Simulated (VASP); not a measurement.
**ZrB: single point with PBE**

ZrB:

```xyz
2
Lattice="2.9861 0.0000 0.0000 -1.4931 2.5860 0.0000 0.0000 0.0000 4.8053" Properties=species:S:1:pos:R:3 pbc="T T T"
Zr    0.0000    0.0000    2.4027
B     0.0000    0.0000    0.0000
```

The cell was built from a structure type or drawn by symmetry, and may not be a known phase.

```yaml
Program: VASP 6.6.1
Task: single point
Functional: PBE
Potentials_or_basis: VASP PAW PBE potentials, release 64 (Zr_sv, B)
Cutoff: 500 eV
k_mesh: 6 × 6 × 4
Occupations: gaussian, width 0.1 eV
Spin: collinear spin
Starting_moments: "[1.0, 0.0] μB"
Dipole_correction: no
Further_INCAR_settings: ALGO = Normal; EDIFF = 1e-06; NBANDS = 18
```

```yaml
Pressure: -0.7 GPa
Net_moment: 0.18 μB per cell
Site_moments: Zr +0.03; B +0.07 μB
Valence_electrons_inside_the_program's_atomic_spheres: Zr 10.00; B 1.48
```

Stress tensor (GPa, compression positive):
```
-2.03  0.00  0.00
 0.00 -2.03  0.00
 0.00  0.00  2.00
```

Levels at points of the mesh, in eV from the Fermi level:
Spin up:
```csv
k point,band 4,band 5,band 6,band 7,band 8,band 9,band 10,band 11
"(0.00, 0.00, 0.00)",-25.66,-8.25,-2.82,-0.91,1.68,1.68,4.71,4.71
"(0.50, 0.00, 0.00)",-25.97,-5.00,-2.03,-1.99,-0.75,1.63,3.59,3.70
"(0.00, 0.00, 0.50)",-25.66,-7.16,-4.23,-2.18,1.69,1.69,3.46,3.46
"(0.50, 0.00, 0.50)",-25.97,-3.67,-3.35,-2.21,-1.35,1.98,3.00,3.48
```
Spin down:
| k point | band 5 | band 6 | band 7 | band 8 | band 9 | band 10 |
| --- | --- | --- | --- | --- | --- | --- |
| (0.00, 0.00, 0.00) | -8.12 | -2.78 | -0.73 | 1.70 | 1.70 | 4.74 |
| (0.50, 0.00, 0.00) | -4.83 | -1.96 | -1.95 | -0.71 | 1.88 | 3.62 |
| (0.00, 0.00, 0.50) | -7.04 | -4.13 | -2.08 | 1.72 | 1.72 | 3.53 |
| (0.50, 0.00, 0.50) | -3.50 | -3.28 | -2.15 | -1.18 | 2.06 | 3.04 |

Run time: 59 s on 1 thread of AMD EPYC 7R13, on a shared host, peak memory 0.15 GiB.

Caveat: the k points lie up to 0.40 Å⁻¹ apart.
